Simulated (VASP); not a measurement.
# GdN: single point with LDA+U

Crystal: GdN.

```
CELL_PARAMETERS angstrom
3.34029 0.00000 0.00000
-1.67014 2.89277 0.00000
0.00000 0.00000 3.03873
ATOMIC_POSITIONS crystal
Gd 0.00000 0.00000 0.00000
N 0.66667 0.33333 0.50000
```

```
Program             : VASP 6.6.1
Task                : single point
Functional          : LDA
Potentials or basis : VASP PAW PBE potentials, release 64 (Gd, N)
Cutoff              : 520 eV
k mesh              : 10 × 10 × 10
Occupations         : gaussian, width 0.05 eV
Spin                : collinear spin, ferromagnetic start
Starting moments    : [7.61, -0.12] μB
Hubbard terms       : Gd f U = 6.0 eV
```

```
Pressure                                              : 0.5 GPa
Band gap on the k mesh                                : zero (filled and empty bands overlap)
Net moment                                            : 7.01 μB per cell
Site moments                                          : Gd +6.89; N -0.08 μB
Valence electrons inside the program's atomic spheres : Gd 15.27; N 3.64
```

Stress tensor (GPa, compression positive):
```
0.39 0.00 0.00
0.00 0.39 0.00
0.00 0.00 0.64
```

Levels at points of the mesh, in eV from the Fermi level:
Spin up:
```csv
k point,band 12,band 13,band 14,band 15,band 16,band 17,band 18,band 19
"(0.00, 0.00, 0.00)",-6.25,-1.71,-1.71,-0.56,0.49,3.22,6.09,6.09
"(0.50, 0.00, 0.00)",-6.21,-3.69,-1.14,-0.22,-0.06,5.52,6.66,7.63
"(0.00, 0.00, 0.50)",-6.22,-4.44,-0.94,-0.94,3.04,3.04,5.09,5.32
"(0.50, 0.00, 0.50)",-6.23,-3.23,-2.47,-2.19,2.96,5.82,7.92,8.61
```
Spin down:
| k point | band 5 | band 6 | band 7 | band 8 | band 9 | band 10 | band 11 | band 12 |
| --- | --- | --- | --- | --- | --- | --- | --- | --- |
| (0.00, 0.00, 0.00) | -12.93 | -1.60 | -1.60 | 0.14 | 0.19 | 2.64 | 4.18 | 4.18 |
| (0.50, 0.00, 0.00) | -11.30 | -3.45 | -1.21 | -0.44 | 0.62 | 4.00 | 4.15 | 4.38 |
| (0.00, 0.00, 0.50) | -10.55 | -4.30 | -1.17 | -1.17 | 3.41 | 3.87 | 3.87 | 4.13 |
| (0.50, 0.00, 0.50) | -12.09 | -2.97 | -2.36 | -2.13 | 3.38 | 4.19 | 4.22 | 4.32 |

Eigenvalues of the final occupation matrices:
| site | spin | trace | eigenvalues |
| --- | --- | --- | --- |
| site 1 f | 1 | 6.94 | 0.99 0.99 0.99 0.99 0.99 0.99 0.99 |
| site 1 f | 2 | 0.06 | 0.00 0.00 0.01 0.01 0.01 0.01 0.01 |

Wall time 89 s on 1 thread of AMD EPYC 9R45 96-Core Processor (Zen 5), with other jobs on the host, peak memory 0.19 GiB.

Caveat: the PAW data sets were made with another functional, which shifts forces and pressure a little; spin-orbit coupling is left out, which moves the levels of the heavy elements; a cell with one magnetic atom can't hold antiferromagnetic order, which such compounds often take. The state reached can hang on the start; a lower one may exist.
